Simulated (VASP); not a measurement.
Set up this calculation in VASP 6.6.1, as the native input.

```yaml
Task: relaxation of cell and atoms
Functional: revPBE
Potentials_or_basis: VASP PAW PBE potentials, release 64 (Ca_sv, Cu, Br)
Cutoff: 600 eV
k_mesh: 5 × 5 × 3
Occupations: fermi-dirac, width 0.0125 eV
Spin: no spin polarisation
Dipole_correction: no
Further_INCAR_settings: ALGO = Normal; EDIFF = 1e-06; IBRION = 2; EDIFFG = -0.01; NSW = 60; ISIF = 3
```

The structure of CaCuBr lies in POSCAR:

```
CaCuBr
1.0
    4.0161540000      0.0000000000      0.0000000000
    0.0000000000      4.0161540000      0.0000000000
    0.0000000000      0.0000000000      8.2353020000
Ca Cu Br
2 2 2
Direct
    0.0000000000      0.5000000000      0.1400000000
    0.5000000000      0.0000000000      0.8600000000
    0.0000000000      0.0000000000      0.0000000000
    0.5000000000      0.5000000000      0.0000000000
    0.0000000000      0.5000000000      0.6700000000
    0.5000000000      0.0000000000      0.3300000000
```

The input as run:

INCAR

```
SYSTEM = CaCuBr
PREC = Accurate
ENCUT = 600
EDIFF = 1E-6
ISMEAR = -1
SIGMA = 0.0125
LREAL = .FALSE.
LASPH = .TRUE.
NELM = 100
ALGO = Normal
ISIF = 3
LWAVE = .FALSE.
LCHARG = .FALSE.
GGA = RE
IBRION = 2
NSW = 60
EDIFFG = -0.01
```

KPOINTS

```
Automatic mesh
0
G
  5 5 3
  0 0 0
```

Potentials or basis: VASP PAW PBE potentials, release 64 (Ca_sv, Cu, Br).

The run is started by

```console
$ cat potpaw_PBE.64/Ca_sv/POTCAR potpaw_PBE.64/Cu/POTCAR potpaw_PBE.64/Br/POTCAR > POTCAR
$ mpirun -np 1 vasp_std > vasp.out
```

It gave:

The relaxed volume is 27.56 Å³/atom. The relaxed cell is a = 3.693 Å, b = 3.693 Å, c = 12.126 Å, α = 90.00°, β = 90.00°, γ = 90.00° and the space group after relaxing (to 0.1 Å) is P4/nmm (No. 129). The energy gained by relaxing is 1231.6 meV/atom, the ionic steps are 32 and the pressure after relaxing is 0.0 GPa. The largest force after relaxing is 0.009 eV/Å and the band gap on the k mesh is 0.21 eV (least direct gap 0.60 eV).

Caveat: the volume moved by over 15 % at a fixed basis, so the end points are rough; the PAW data sets were made with another functional, which shifts forces and pressure a little; an odd mesh through Γ misses points on the zone boundary, where band edges can lie.

Run time: 45 min on 1 thread of AMD EPYC 7R13, on a shared host, peak memory 0.28 GiB.
